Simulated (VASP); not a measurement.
Hg:

```
CELL_PARAMETERS angstrom
2.99292 0.00000 0.50309
0.00000 5.48733 0.00000
-1.04501 0.00000 2.84928
ATOMIC_POSITIONS crystal
Hg 0.74990 0.25000 0.75033
Hg 0.25010 0.75000 0.24967
```

Base run:

| Property | Result |
| --- | --- |
| Program | VASP 6.6.1 |
| Functional | PBE |
| Potentials or basis | VASP PAW PBE potentials, release 64 (Hg) |
| Cutoff | 520 eV |
| k mesh | 6 × 4 × 6 |
| Occupations | fermi-dirac, width 0.02 eV |
| Spin | no spin polarisation |

Its results: band gap on the k mesh zero (bands 12 and 13 overlap by 2.61 eV); pressure 2.8 GPa.

After a change of settings the same cell gave: band gap on the k mesh zero (bands 12 and 13 overlap by 2.51 eV); pressure 2.1 GPa. Which change was it?
A. occupations from fermi-dirac, width 0.02 eV to methfessel-paxton, width 0.2 eV; further incar settings from ALGO = Normal; EDIFF = 1e-07; NBANDS = 19 to ALGO = Normal; EDIFF = 1e-06; NBANDS = 19
B. k mesh from 6 × 4 × 6, through Γ to 6 × 4 × 6, shifted
C. functional from PBE to r2SCAN

C.

Caveats: spin-orbit coupling is left out, which moves the levels of the heavy elements; the PAW data sets were made with another functional, which shifts forces and pressure a little (at least some runs).
